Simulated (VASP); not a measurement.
# CsI (Pm-3m) in VASP: a series of runs, part 2 of 2

VASP 6.6.1. The steps go on from the part before.

## (4) Vibrations by perturbation theory, PBEsol

INCAR reads:

```
SYSTEM = CsI
  PREC = Accurate
  ENCUT = 500
  EDIFF = 1E-8
  ISMEAR = 0
  SIGMA = 0.01
  LREAL = .False.
  LASPH = .True.
  NELM = 120
  ALGO = Normal
  ISIF = 2
  LWAVE = .False.
  LCHARG = .False.
  GGA = PS
  NBANDS = 15
  IBRION = 8
  NSW = 1
  LEPSILON = .True.
  GGA_COMPAT = .False.
```

KPOINTS reads:

```
regular mesh
0
Gamma
  6 6 6
  0 0 0
```

POSCAR reads:

```
CsI
1.0
    4.0625288540      0.0000000000      0.0000000000
    0.0000000000      4.0625288540      0.0000000000
    0.0000000000      0.0000000000      4.0625288540
Cs I
1 1
Direct
    0.0000000000      0.0000000000      0.0000000000
    0.5000000000      0.5000000000      0.5000000000
```

Potentials or basis: VASP PAW PBE potentials, release 64 (Cs_sv, I).

Command:

```console
> cat potpaw_PBE.64/Cs_sv/POTCAR potpaw_PBE.64/I/POTCAR > POTCAR
> mpirun -np 1 vasp_std > vasp.out
```

OUTCAR:

```text
SYSTEM = CsI
   PREC = Accurate
   ENCUT = 500
   EDIFF = 1E-8
   ISMEAR = 0
   LREAL = .False.
   LASPH = .True.
   NELM = 120
   ISIF = 2
   GGA = PS
   IBRION = 8
   NSW = 1
   LEPSILON = .True.

 ion  position               nearest neighbor table
   1  0.000  0.000  0.000-
   2  0.500  0.500  0.500-

  LATTYP: Found a simple cubic cell.
 ALAT       =     4.0625288540

  Lattice vectors:

 A1 = (   4.0625288540,   0.0000000000,   0.0000000000)
 A2 = (   0.0000000000,   4.0625288540,   0.0000000000)
 A3 = (   0.0000000000,   0.0000000000,   4.0625288540)

Analysis of symmetry for initial positions (statically):
=====================================================================
 Subroutine PRICEL returns:
 Original cell was already a primitive cell.

[... 651 lines left out ...]
  y     0.00000     0.00000     0.00000     0.00000     0.00000     0.00000
  z     0.00000     0.00000     0.00000     0.00000     0.00000     0.00000

 SECOND DERIVATIVES (NOT SYMMETRIZED)
 ------------------------------------
               1X          1Y          1Z          2X          2Y          2Z
  1X    -3.433162   -0.000000    0.000000    3.433162    0.000000   -0.000000
  1Y     0.000000   -3.433162   -0.000000   -0.000000    3.433162    0.000000
  1Z     0.000000    0.000000   -3.433162   -0.000000   -0.000000    3.433162
  2X     3.420090    0.000000    0.000000   -3.420090   -0.000000   -0.000000
  2Y     0.000000    3.420090    0.000000   -0.000000   -3.420090   -0.000000
  2Z     0.000000    0.000000    3.420090   -0.000000   -0.000000   -3.420090

 Eigenvectors and eigenvalues of the dynamical matrix
 ----------------------------------------------------

   1 f  =    3.591679 THz    22.567184 2PiTHz  119.805509 cm-1    14.853983 meV
             X         Y         Z           dx          dy          dz
      0.000000  0.000000  0.000000    -0.000000    0.699581   -0.000000
      2.031264  2.031264  2.031264    -0.000000   -0.714553    0.000000
[... 21 lines left out ...]
   6 f/i=    0.003425 THz     0.021518 2PiTHz    0.114238 cm-1     0.014164 meV
             X         Y         Z           dx          dy          dz
      0.000000  0.000000  0.000000    -0.000000   -0.000000   -0.714553
      2.031264  2.031264  2.031264     0.000000    0.000000   -0.699581

--------------------------------------------------------------------------------------------------------

 MACROSCOPIC STATIC DIELECTRIC TENSOR IONIC CONTRIBUTION
 ------------------------------------------------------
           1.407317    -0.000000     0.000000
          -0.000000     1.407317    -0.000000
           0.000000    -0.000000     1.407317
 ------------------------------------------------------

 ELASTIC MODULI CONTR FROM IONIC RELAXATION (kBar)
 Direction    XX          YY          ZZ          XY          YZ          ZX
 --------------------------------------------------------------------------------
 XX           0.0000      0.0000      0.0000      0.0000      0.0000      0.0000
 YY           0.0000      0.0000      0.0000      0.0000      0.0000      0.0000
 ZZ           0.0000      0.0000      0.0000      0.0000      0.0000      0.0000
 XY           0.0000      0.0000      0.0000      0.0000      0.0000      0.0000
 YZ           0.0000      0.0000      0.0000      0.0000      0.0000      0.0000
 ZX           0.0000      0.0000      0.0000      0.0000      0.0000      0.0000
 --------------------------------------------------------------------------------

 PIEZOELECTRIC TENSOR IONIC CONTR  for field in x, y, z        (C/m^2)
          XX          YY          ZZ          XY          YZ          ZX
  --------------------------------------------------------------------------------
  x     0.00000     0.00000     0.00000     0.00000     0.00000     0.00000
  y     0.00000     0.00000     0.00000     0.00000     0.00000     0.00000
  z     0.00000     0.00000     0.00000     0.00000     0.00000     0.00000
```

OSZICAR:

```text
N       E                     dE             d eps       ncg     rms          rms(c)
DAV:   1     0.779816612437E+02    0.77982E+02   -0.63122E+03   600   0.887E+02
DAV:   2     0.156289959615E-01   -0.77966E+02   -0.70977E+02   836   0.143E+02
DAV:   3    -0.531708019428E+01   -0.53327E+01   -0.53117E+01   817   0.415E+01
DAV:   4    -0.537111996190E+01   -0.54040E-01   -0.54036E-01   753   0.506E+00
[... 162 lines left out ...]
RMM:   8    -0.840037513569E-01    0.26726E-05   -0.22349E-08  2131   0.143E-04    0.698E-05
RMM:   9    -0.840025526295E-01    0.11987E-05   -0.10598E-07  2103   0.998E-05    0.485E-05
RMM:  10    -0.840027646725E-01   -0.21204E-06   -0.22352E-07  2233   0.345E-05    0.209E-05
RMM:  11    -0.840028341267E-01   -0.69454E-07    0.16859E-08  2148   0.254E-05    0.280E-06
RMM:  12    -0.840028393398E-01   -0.52131E-08   -0.48746E-09  1959   0.205E-05    0.171E-06
 Linear response finished
```

It took 9.8 min on 1 thread of Oxide Virtual Turin-like, shared host; peak memory 0.22 GiB.

What came out:

- Electronic dielectric tensor (diagonal): 4.62
- Born charges (mean of the diagonal): Cs +1.34; I -1.34 e
- Highest phonon frequency at Γ, LO-TO splitting left out: 120 cm⁻¹

Phonon frequencies in cm⁻¹ (negative: imaginary):
```csv
q point,frequencies
"(0.000, 0.000, 0.000)",0 0 0 120 120 120
```

Electronic dielectric tensor:
```
4.62 0.00 0.00
0.00 4.62 0.00
0.00 0.00 4.62
```

Born effective charge tensors (e):
atom 1, Cs
```
1.34 0.00 0.00
0.00 1.34 0.00
0.00 0.00 1.34
```
atom 2, I
```
-1.34  0.00  0.00
 0.00 -1.34  0.00
 0.00  0.00 -1.34
```

Caveat: the cell stands under pressure or tension, which shifts response properties; the PAW data sets were made with another functional, which shifts forces and pressure a little; spin-orbit coupling is left out, which moves the levels of the heavy elements.

## (5) Vibrations by perturbation theory, PBEsol

This run uses another cell than the first one, of 35.80 Å³/atom.

INCAR reads:

```
SYSTEM = CsI
PREC = Accurate
ENCUT = 500
EDIFF = 1E-8
ISMEAR = 0
SIGMA = 0.01
LREAL = .False.
LASPH = .True.
NELM = 120
ALGO = Normal
ISIF = 2
LWAVE = .False.
LCHARG = .False.
GGA = PS
IBRION = 8
NSW = 1
LEPSILON = .True.
GGA_COMPAT = .False.
```

KPOINTS reads:

```
Automatic mesh
0
Gamma
  6 6 6
  0 0 0
```

POSCAR reads:

```
CsI
1.0
    4.1524447830      0.0000000000      0.0000000000
    0.0000000000      4.1524447830      0.0000000000
    0.0000000000      0.0000000000      4.1524447830
Cs I
1 1
Direct
    0.0000000000      0.0000000000      0.0000000000
    0.5000000000      0.5000000000      0.5000000000
```

Potentials or basis: VASP PAW PBE potentials, release 64 (Cs_sv, I).

Command:

```console
> cat potpaw_PBE.64/Cs_sv/POTCAR potpaw_PBE.64/I/POTCAR > POTCAR
> mpirun -np 1 vasp_std > vasp.out
```

OUTCAR:

```text
SYSTEM = CsI
   PREC = Accurate
   ENCUT = 500
   EDIFF = 1E-8
   ISMEAR = 0
   LREAL = .False.
   LASPH = .True.
   NELM = 120
   ISIF = 2
   GGA = PS
   IBRION = 8
   NSW = 1
   LEPSILON = .True.

 ion  position               nearest neighbor table
   1  0.000  0.000  0.000-
   2  0.500  0.500  0.500-

  LATTYP: Found a simple cubic cell.
 ALAT       =     4.1524447830
[... 620 lines left out ...]
      0.000000  0.000000  0.000000    -0.000000    0.698424   -0.000000
      2.076222  2.076222  2.076222     0.000000   -0.715685   -0.000000
[... 21 lines left out ...]
   6 f/i=    0.002105 THz     0.013224 2PiTHz    0.070203 cm-1     0.008704 meV
             X         Y         Z           dx          dy          dz
      0.000000  0.000000  0.000000    -0.041858   -0.633785   -0.329801
      2.076222  2.076222  2.076222    -0.040848   -0.618500   -0.321846

--------------------------------------------------------------------------------------------------------

 MACROSCOPIC STATIC DIELECTRIC TENSOR IONIC CONTRIBUTION
 ------------------------------------------------------
           1.671367     0.000000    -0.000000
           0.000000     1.671367     0.000000
          -0.000000     0.000000     1.671367
 ------------------------------------------------------

 ELASTIC MODULI CONTR FROM IONIC RELAXATION (kBar)
 Direction    XX          YY          ZZ          XY          YZ          ZX
 --------------------------------------------------------------------------------
 XX           0.0000      0.0000      0.0000      0.0000      0.0000      0.0000
 YY           0.0000      0.0000      0.0000      0.0000      0.0000      0.0000
 ZZ           0.0000      0.0000      0.0000      0.0000      0.0000      0.0000
 XY           0.0000      0.0000      0.0000      0.0000      0.0000      0.0000
 YZ           0.0000      0.0000      0.0000      0.0000      0.0000      0.0000
 ZX           0.0000      0.0000      0.0000      0.0000      0.0000      0.0000
 --------------------------------------------------------------------------------

 PIEZOELECTRIC TENSOR IONIC CONTR  for field in x, y, z        (C/m^2)
          XX          YY          ZZ          XY          YZ          ZX
  --------------------------------------------------------------------------------
  x     0.00000     0.00000     0.00000     0.00000     0.00000     0.00000
  y     0.00000     0.00000     0.00000     0.00000     0.00000     0.00000
  z     0.00000     0.00000     0.00000     0.00000     0.00000     0.00000
```

OSZICAR:

```text
N       E                     dE             d eps       ncg     rms          rms(c)
DAV:   1     0.920001548439E+02    0.92000E+02   -0.65396E+03   480   0.110E+03
DAV:   2     0.497980040880E+00   -0.91502E+02   -0.86490E+02   700   0.171E+02
DAV:   3    -0.551586787332E+01   -0.60138E+01   -0.59848E+01   616   0.512E+01
DAV:   4    -0.558494242459E+01   -0.69075E-01   -0.69058E-01   540   0.674E+00
[... 161 lines left out ...]
RMM:   8    -0.845787780004E-01    0.30664E-05   -0.19979E-09  1706   0.200E-04    0.533E-05
RMM:   9    -0.845777271196E-01    0.10509E-05   -0.49564E-08  1676   0.123E-04    0.525E-05
RMM:  10    -0.845779829382E-01   -0.25582E-06   -0.12138E-07  1690   0.313E-05    0.255E-05
RMM:  11    -0.845780669821E-01   -0.84044E-07    0.81191E-08  1712   0.143E-05    0.267E-06
RMM:  12    -0.845780759750E-01   -0.89929E-08    0.42685E-08  1538   0.538E-06    0.176E-06
 Linear response finished
```

stdout:

```text
POSCAR found type information on POSCAR CsI
 POSCAR found :  2 types and       2 ions
 scaLAPACK will be used
 -----------------------------------------------------------------------------
|                                                                             |
|                                                                             |
[... 39 lines left out ...]
 first order change of Fermi-energy   0.58551E-03
 force on displaced ion       1 direction 1 :  -2.656   0.000   0.000
 Born effective charge ion    1 direction 1 :   1.321   0.000   0.000
 Linear response progress:
 first order change of Fermi-energy   0.15582E-03
 force on displaced ion       2 direction 1 :  -2.663   0.000  -0.000
 Born effective charge ion    2 direction 1 :  -1.331   0.000   0.000
 Born effective charges drift removed
 Linear response finished
```

Wall time 8.2 min (1 thread of Oxide Virtual Turin-like, shared host); peak memory 0.22 GiB.

Results:

```
Electronic dielectric tensor (diagonal)                 : 4.32
Born charges (mean of the diagonal)                     : Cs +1.33; I -1.33 e
Highest phonon frequency at Γ, LO-TO splitting left out : 106 cm⁻¹
```

Phonon frequencies in cm⁻¹ (negative: imaginary):
```tsv
q point	frequencies
(0.000, 0.000, 0.000)	0 0 0 106 106 106
```

Electronic dielectric tensor:
```
4.32 0.00 0.00
0.00 4.32 0.00
0.00 0.00 4.32
```

Born effective charge tensors (e):
atom 1, Cs
```
1.33 0.00 0.00
0.00 1.33 0.00
0.00 0.00 1.33
```
atom 2, I
```
-1.33  0.00  0.00
 0.00 -1.33  0.00
 0.00  0.00 -1.33
```

Caveat: the cell stands under pressure or tension, which shifts response properties; the PAW data sets were made with another functional, which shifts forces and pressure a little; spin-orbit coupling is left out, which moves the levels of the heavy elements.
